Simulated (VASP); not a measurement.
Input of a VASP 6.6.1 run:

The input POSCAR:

```
Hf
1.0
   -1.6967000000      1.8050000000      1.8050000000
    1.6967000000     -1.8050000000      1.8050000000
    1.6967000000      1.8050000000     -1.8050000000
Hf
1
Direct
    0.0000000000      0.0000000000      0.0000000000
```

Contents of INCAR.step1:

```
ALGO = Normal ; EDIFF = 1E-4
ENCUT = 520 ; GGA = PE
ISMEAR = 0 ; LASPH = T
LCHARG = F ; LREAL = F
LWAVE = T ; NBANDS = 11
NELM = 100 ; PREC = Accurate
SIGMA = 0.15
```

The input INCAR.step2:

```
ALGO = Normal ; EDIFF = 1E-6
ENCUT = 520 ; ISIF = 2
ISMEAR = 0 ; ISTART = 1
LASPH = T ; LCHARG = F
LMIXTAU = T ; LREAL = F
LWAVE = F ; METAGGA = R2SCAN
NBANDS = 11 ; NELM = 100
PREC = Accurate ; SIGMA = 0.15
```

KPOINTS

```
k-points
0
Gamma
  18 18 18
```

Potentials or basis: VASP PAW PBE potentials, release 64 (Hf_pv).

Launch:

```sh
$ cat potpaw_PBE.64/Hf_pv/POTCAR > POTCAR
$ cp INCAR.step1 INCAR
$ mpirun -np 1 vasp_std > vasp.out
$ cp INCAR.step2 INCAR
$ mpirun -np 1 vasp_std > vasp.out
```

(1) Predict the pressure.

(2) Predict the band gap on the k mesh.

Results:

(1) 0.0 GPa.

(2) zero (bands 5 and 6 overlap by 2.34 eV).

Caveat: the cell differs from its parent crystal (strain -0.0600 x Voigt [1, 0, 0, 0, 0, 0]); the PAW data sets were made with another functional, which shifts forces and pressure a little; spin-orbit coupling is left out, which moves the levels of the heavy elements.
